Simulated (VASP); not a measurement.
# Sr (Cmcm) in VASP: a series of runs

The runs below take Sr through single point, with PBEsol.

Program: VASP 6.6.1. These are calculated values, not measurements. Logs are shortened: lines on timing, memory, paths and dates and some standing lists are left out, and cuts for length are marked.

## Step 1: The cell of the first run

Symmetry: Cmcm, No. 63, orthorhombic system. The conventional cell has a = 3.943 Å, b = 7.362 Å, c = 7.200 Å, α = 90.00°, β = 90.00°, γ = 90.00°. Within 5.2 Å of Sr (site symmetry m2m) lie 12 Sr at 3.94 to 4.36 Å.

## Step 2: Single point, PBEsol

INCAR reads:

```
PREC = Accurate
ENCUT = 520
EDIFF = 1E-7
ISMEAR = 0
SIGMA = 0.15
LREAL = False
LASPH = True
NELM = 80
ALGO = Fast
ISIF = 2
LWAVE = False
LCHARG = False
GGA = PS
NBANDS = 17
```

KPOINTS reads:

```
regular mesh
0
Gamma
  12 12 8
```

POSCAR reads:

```
Sr
1.0
    3.9426547599      0.0000000000      0.0000000000
   -1.9713273799      3.6810702095      0.0000000000
    0.0000000000      0.0000000000      7.1997538023
Sr
2
Direct
    0.3333333333      0.6666666667      0.2500000000
    0.6666666667      0.3333333333      0.7500000000
```

Potentials or basis: VASP PAW PBE potentials, release 64 (Sr_sv).

On the command line:

```sh
> cat potpaw_PBE.64/Sr_sv/POTCAR > POTCAR
> mpirun -np 1 vasp_std > vasp.out
```

OUTCAR:

```text
PREC = Accurate
   ENCUT = 520
   EDIFF = 1E-7
   ISMEAR = 0
   LREAL = False
   LASPH = True
   NELM = 80
   ISIF = 2
   GGA = PS

 ion  position               nearest neighbor table
   1  0.333  0.667  0.250-   2 4.28   2 4.28   2 4.28   2 4.28   2 4.36   2 4.36
   2  0.667  0.333  0.750-   1 4.28   1 4.28   1 4.28   1 4.28   1 4.36   1 4.36

  LATTYP: Found a base centered orthorhombic cell.
 ALAT       =     3.9426547599
 B/A-ratio  =     1.8673053735
 C/A-ratio  =     1.8261182479

  Lattice vectors:

 A1 = (   1.9713273799,  -3.6810702095,   0.0000000000)
 A2 = (   1.9713273800,   3.6810702095,   0.0000000000)
 A3 = (   0.0000000000,   0.0000000000,   7.1997538023)

Analysis of symmetry for initial positions (statically):
=====================================================================
 Subroutine PRICEL returns:
 Original cell was already a primitive cell.

 Routine SETGRP: Setting up the symmetry group for a
 base centered orthorhombic supercell.

 Subroutine GETGRP returns: Found  8 space group operations
 (whereof  4 operations were pure point group operations)
 out of a pool of  8 trial point group operations.

The static configuration has the point symmetry C_2h.
 The point group associated with its full space group is D_2h.

Analysis of symmetry for dynamics (positions and initial velocities):
=====================================================================
 Subroutine PRICEL returns:
 Original cell was already a primitive cell.

 Routine SETGRP: Setting up the symmetry group for a
 base centered orthorhombic supercell.

 Subroutine GETGRP returns: Found  8 space group operations
 (whereof  4 operations were pure point group operations)
 out of a pool of  8 trial point group operations.

The dynamic configuration has the point symmetry C_2h.
 The point group associated with its full space group is D_2h.

 Subroutine INISYM returns: Found  8 space group operations
 (whereof  4 operations are pure point group operations),
 and found     1 'primitive' translations

----------------------------------------------------------------------------------------

                                     Primitive cell

  volume of cell :     104.4914

  direct lattice vectors                    reciprocal lattice vectors
     3.942654760  0.000000000  0.000000000     0.253636207  0.135830063  0.000000000
    -1.971327380  3.681070210  0.000000000     0.000000000  0.271660127  0.000000000
[... 85 lines left out ...]
   EDIFF  = 0.1E-06   stopping-criterion for ELM
   LREAL  =      F    real-space projection
   EDIFFG = 0.1E-05   stopping-criterion for IOM
   NSW    =      0    number of steps for IOM
   IBRION =     -1    ionic relax: 0-MD 1-quasi-New 2-CG
   NFREE  =      0    steps in history (QN), initial steepest desc. (CG)
   ISIF   =      2    stress and relaxation
   ISYM   =      2    0-nonsym 1-usesym 2-fastsym
   POTIM  = 0.5000    time-step for ionic-motion
   TEBEG  =    0.0;   TEEND  =   0.0 temperature during run
   PSTRESS=    0.0 pullay stress
   NELECT =      20.0000    total number of electrons
   NUPDOWN=      -1.0000    fix difference up-down
   EMIN   =  10.00;   EMAX   =-10.00  energy-range for DOS
   EFERMI =   0.00;   METHOD = LEGACY
   ISMEAR =     0;   SIGMA  =   0.15  broadening in eV -4-tet -1-fermi 0-gaus
   EFERMI_NEDOS =   21; number of points for ismear=-14 and -15
   IALGO  =     68    algorithm
   IMIX   =      4    mixing-type and parameters
     AMIX     =   0.40;   BMIX     =  1.00
     AMIX_MAG =   1.60;   BMIX_MAG =  1.00
  volume/ion in A,a.u.               =      52.25       352.57
  Fermi-wavevector in a.u.,A,eV,Ry     =   0.943463  1.782886 12.110839  0.890122
  Thomas-Fermi vector in A             =   2.071172
   LORBIT       =      0    0 simple, 1 ext, 2 COOP (PROOUT), +10 PAW based schemes
   GGA     = PS    functional components
   LHFCALC =     F    Hartree Fock is set to
   AEXX    =    0.0000 exact exchange contribution
   IVDW    =     0    specifies the selected vdW correction
   LEPSILON=     F    determine dielectric tensor
   LRPA    =     F    only Hartree local field effects (RPA)
 non-spin polarized calculation
 RMM-DIIS sequential band-by-band and
 Gauss-broadening in eV      SIGMA  =   0.15
  energy-cutoff  :      520.00
  volume of cell :      104.49
 maximum number of plane-waves:      2850
 NGX is ok and might be reduce to    30

 number of electron      20.0000000 magnetization

 Free energy of the ion-electron system (eV)
  ---------------------------------------------------
  ext. energy  EPLUGINS =         0.00000000
  ---------------------------------------------------
  free energy    TOTEN  =        -3.63639256 eV

  energy without entropy =       -3.60780461  energy(sigma->0) =       -3.62209859

 E-fermi :   1.6418     XC(G=0):  -7.5910

 val. band max:        1.6397602828   @ k =   0.0000   0.5000   0.1250
 cond. band min:       1.6452262218   @ k =   0.3333   0.3333   0.2500
 fundamental gap:      0.0054659389
 Fermi energy:         1.6417775137

 k-point     1 :       0.0000    0.0000    0.0000
  band No.  band energies     occupation
      1     -34.7806      2.00000
      2     -34.7680      2.00000
      3     -16.8713      2.00000
      4     -16.6932      2.00000
      5     -16.6767      2.00000
      6     -16.6756      2.00000
[... 457 lines left out ...]
      4     -16.9014      2.00000
      5     -16.7796      2.00000
      6     -16.7542      2.00000
[... 9 lines left out ...]
     16       5.5448      0.00000
     17       6.0052      0.00000

 [... further k-points ...]

------------------------ aborting loop because EDIFF is reached ----------------------------------------

  FORCE on cell =-STRESS in cart. coord.  units (eV):
  Direction    XX          YY          ZZ          XY          YZ          ZX
  --------------------------------------------------------------------------------------
  -------------------------------------------------------------------------------------
  Total        1.0938618     -0.1538226     -0.7501319     -0.0000000      0.0000000      0.0000000
  in kB       16.7722964     -2.3585784    -11.5018501     -0.0000000      0.0000000      0.0000000
  external PRESSURE =       0.9706227 kB  Pullay stress =       0.0000000 kB

 VOLUME and BASIS-vectors are now :
 -----------------------------------------------------------------------------
  energy-cutoff  :      520.00
  volume of cell :      104.49
      direct lattice vectors                 reciprocal lattice vectors
     3.942654760  0.000000000  0.000000000     0.253636207  0.135830063  0.000000000
    -1.971327380  3.681070210  0.000000000     0.000000000  0.271660127  0.000000000
     0.000000000  0.000000000  7.199753802     0.000000000  0.000000000  0.138893638

 POSITION                                       TOTAL-FORCE (eV/Angst)
 -----------------------------------------------------------------------------------
     -0.00000      2.45405      1.79994         0.000000      0.054859      0.000000
      1.97133      1.22702      5.39982        -0.000000     -0.054859     -0.000000
 -----------------------------------------------------------------------------------
    total drift:                               -0.000000      0.000000     -0.000000

  FREE ENERGIE OF THE ION-ELECTRON SYSTEM (eV)
  ---------------------------------------------------
  free  energy   TOTEN  =        -3.6363925619 eV

  energy  without entropy=       -3.6078046141  energy(sigma->0) =       -3.62209859
```

OSZICAR:

```text
N       E                     dE             d eps       ncg     rms          rms(c)
DAV:   1     0.105741036484E+03    0.10574E+03   -0.94004E+03  7310   0.994E+02
DAV:   2     0.476655567378E+01   -0.10097E+03   -0.99340E+02  9343   0.228E+02
DAV:   3    -0.344207423266E+01   -0.82086E+01   -0.81836E+01 13331   0.465E+01
DAV:   4    -0.364121134205E+01   -0.19914E+00   -0.19882E+00  9788   0.658E+00
DAV:   5    -0.364623672764E+01   -0.50254E-02   -0.50245E-02 11905   0.771E-01    0.174E+01
RMM:   6    -0.363976451773E+01    0.64722E-02   -0.11085E-02  7870   0.113E+00    0.989E+00
RMM:   7    -0.363567331130E+01    0.40912E-02   -0.23190E-02  8605   0.166E+00    0.354E-01
RMM:   8    -0.363617883372E+01   -0.50552E-03   -0.78293E-03 10123   0.457E-01    0.112E-01
RMM:   9    -0.363633124226E+01   -0.15241E-03   -0.13297E-03 12073   0.138E-01    0.118E-01
RMM:  10    -0.363637735013E+01   -0.46108E-04   -0.44049E-04 11546   0.799E-02    0.162E-01
RMM:  11    -0.363638993346E+01   -0.12583E-04   -0.67973E-05 11204   0.404E-02    0.244E-02
RMM:  12    -0.363639095846E+01   -0.10250E-05   -0.44345E-05 12165   0.209E-02    0.127E-02
RMM:  13    -0.363639157608E+01   -0.61762E-06   -0.70597E-06 11967   0.959E-03    0.446E-03
RMM:  14    -0.363639192934E+01   -0.35326E-06   -0.44031E-06 11033   0.608E-03    0.270E-03
RMM:  15    -0.363639229020E+01   -0.36086E-06   -0.11145E-06  9888   0.393E-03    0.219E-03
RMM:  16    -0.363639249148E+01   -0.20128E-06   -0.76876E-07  8966   0.252E-03    0.835E-04
RMM:  17    -0.363639256194E+01   -0.70460E-07   -0.25851E-07  7822   0.182E-03
   1 F= -.36363926E+01 E0= -.36220986E+01  d E =-.285879E-01
```

Wall time 3.5 min (1 thread of Intel Xeon 6975P-C (Granite Rapids), shared host); peak memory 0.46 GiB.

Results:

```
Free energy            : -3.6364 eV
Pressure               : 0.1 GPa
Largest force          : 0.055 eV/Å
Band gap on the k mesh : zero (bands 10 and 11 overlap by 0.29 eV)
```

Forces in eV/Å, atoms in the order of the input:
```
Sr   0.000  0.055  0.000
Sr   0.000 -0.055  0.000
```

Levels at points of the mesh, in eV from the Fermi level:
```
           k point  band 8  band 9  band 10  band 11  band 12  band 13
(0.00, 0.00, 0.00)  -18.30   -3.71    -1.37    -0.10     1.97     2.06
(0.50, 0.00, 0.00)  -18.35   -0.92    -0.37     0.03     0.38     1.29
(0.00, 0.50, 0.00)  -18.33   -1.16    -0.59    -0.02     0.28     1.14
(0.00, 0.00, 0.50)  -18.31   -2.83    -2.83     1.05     1.05     2.13
(0.50, 0.00, 0.50)  -18.36   -0.74    -0.74     0.44     0.44     1.34
(0.00, 0.50, 0.50)  -18.34   -0.91    -0.91     0.22     0.22     1.21
```

Caveat: the cell differs from its parent crystal (strain +e along x and -e along y -0.0367, strain +e along z and -e/2 along x and y +0.0467); the PAW data sets were made with another functional, which shifts forces and pressure a little.

## Step 3: Single point, PBEsol

This run uses another cell than the first one, of the same volume but with other edges.

INCAR reads:

```
  ALGO = Fast
  EDIFF = 1E-7
  ENCUT = 520
  GGA = PS
  ISIF = 2
  ISMEAR = 0
  LASPH = T
  LCHARG = F
  LREAL = F
  LWAVE = F
  NBANDS = 17
  NELM = 60
  PREC = Accurate
  SIGMA = 0.15
```

KPOINTS reads:

```
k-points
0
Gamma
  12 12 8
```

POSCAR reads:

```
Sr
1.0
    4.3484761844      0.0000000000      0.0000000000
   -2.1742380922      3.4992598143      0.0000000000
    0.0000000000      0.0000000000      6.8785266096
Sr
2
Direct
    0.3333333333      0.6666666667      0.2500000000
    0.6666666667      0.3333333333      0.7500000000
```

Potentials or basis: VASP PAW PBE potentials, release 64 (Sr_sv).

On the command line:

```sh
> cat potpaw_PBE.64/Sr_sv/POTCAR > POTCAR
> mpirun -np 1 vasp_std > vasp.out
```

Run time: 2.7 min. Hardware: 1 thread of Intel Xeon 6975P-C (Granite Rapids), shared host; peak memory 0.46 GiB.

It converged, with:

| Quantity | Value |
| --- | --- |
| Free energy | -3.6685 eV |
| Pressure | 0.0 GPa |
| Largest force | 0.068 eV/Å |
| Band gap on the k mesh | zero (bands 10 and 11 overlap by 0.14 eV) |

Forces in eV/Å, atoms in the order of the input:
```
Sr   0.000 -0.068  0.000
Sr   0.000  0.068  0.000
```

Stress tensor (GPa, compression positive):
```
-0.59  0.00  0.00
 0.00  0.64  0.00
 0.00  0.00 -0.01
```

Levels at points of the mesh, in eV from the Fermi level:
| k point | band 7 | band 8 | band 9 | band 10 | band 11 | band 12 | band 13 | band 14 |
| --- | --- | --- | --- | --- | --- | --- | --- | --- |
| (0.00, 0.00, 0.00) | -18.34 | -18.34 | -3.75 | -1.20 | 0.11 | 1.97 | 2.31 | 2.43 |
| (0.50, 0.00, 0.00) | -18.39 | -18.36 | -1.21 | -0.60 | 0.00 | 0.22 | 1.27 | 1.86 |
| (0.00, 0.50, 0.00) | -18.40 | -18.39 | -0.99 | -0.40 | 0.05 | 0.25 | 1.46 | 1.92 |
| (0.00, 0.00, 0.50) | -18.35 | -18.35 | -2.77 | -2.77 | 1.26 | 1.26 | 2.01 | 2.01 |
| (0.50, 0.00, 0.50) | -18.39 | -18.39 | -0.91 | -0.91 | 0.23 | 0.23 | 1.31 | 1.31 |
| (0.00, 0.50, 0.50) | -18.40 | -18.40 | -0.75 | -0.75 | 0.43 | 0.43 | 1.39 | 1.39 |

Caveat: the cell differs from its parent crystal (strain +e along x and -e along y +0.0367, strain +e along z and -e/2 along x and y +0.0000); the PAW data sets were made with another functional, which shifts forces and pressure a little.

(Part 1 of 2 ends here.)
